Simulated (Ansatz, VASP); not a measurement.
## One calculation of Pt, two programs

The input POSCAR:

```
Pt
1.0
    2.8986988966      0.0000000000      0.0000000000
   -1.4493494483      2.5103468823      0.0000000000
    0.0000000000      0.0000000000      4.5525273000
Pt
2
Direct
    0.6666666667      0.3333333333      0.7500000000
    0.3333333333      0.6666666667      0.2500000000
```

Contents of INCAR.step1:

```
  PREC = Accurate
  ENCUT = 520
  ISMEAR = 0
  SIGMA = 0.15
  LREAL = F
  LASPH = T
  NELM = 80
  NBANDS = 17
  GGA = PE
  ALGO = Normal
  EDIFF = 1E-4
  LWAVE = T
  LCHARG = F
```

Contents of INCAR.step2:

```
  PREC = Accurate
  ENCUT = 520
  EDIFF = 1E-6
  ISMEAR = 0
  SIGMA = 0.15
  LREAL = F
  LASPH = T
  NELM = 80
  ALGO = Normal
  ISIF = 2
  LWAVE = F
  LCHARG = F
  METAGGA = R2SCAN
  LMIXTAU = T
  NBANDS = 17
  ISTART = 1
```

KPOINTS

```
Automatic mesh
0
Gamma
  18 18 10
```

Input for Ansatz:

```yaml
crystal:
  lattice:
    - [2.8986988966, 0.0, 0.0]
    - [-1.4493494483, 2.5103468823, 0.0]
    - [0.0, 0.0, 4.5525273]
  atoms:
    - { symbol: Pt, position: [0.6666666667, 0.3333333333, 0.75] }
    - { symbol: Pt, position: [0.3333333333, 0.6666666667, 0.25] }
basis:
  ecutwfc: 500
kpoints:
  mp_grid: { grid: [18, 18, 10] }
hamiltonian:
  xc: r2scan
scf:
  occupations: { method: gaussian, width: 0.15 }
output:
  forces: true
  stress: true
  eigenvalues: true
```

Change from the starting cell: strain +0.050 along x and y, -0.050 along z, atoms carried along.

Alike in both runs: task single point; functional r2SCAN; k mesh 18 × 18 × 10; occupations gaussian, width 0.15 eV; no spin polarisation.

```csv
,VASP,Ansatz
version,VASP 6.6.1,Ansatz 0.2.0
potentials or method,"VASP PAW PBE potentials, release 64 (Pt), cutoff 520 eV","scalar-relativistic, plane waves, PAW"
valence electrons in the cell,20,36
```

VASP gave:

```
gap on the k mesh at the Fermi level (eV)                     : none
pressure (GPa)                                                : -14.8
traceless stress, the component that is largest in VASP (GPa) : 4.83
```

Problem. What did Ansatz give for the same quantities?

Solution. gap on the k mesh at the Fermi level (eV): none; pressure (GPa): -15.2; traceless stress, the component that is largest in VASP (GPa): 4.76.

VASP's potentials were made for PBE, not for r2SCAN. A gap of «none» marks a metal or a gap that the smearing closes. VASP's potentials hold 20 valence electrons a cell and Ansatz's 36, so a difference there can come from the potentials and not from the codes.

Spin-orbit coupling is off throughout.
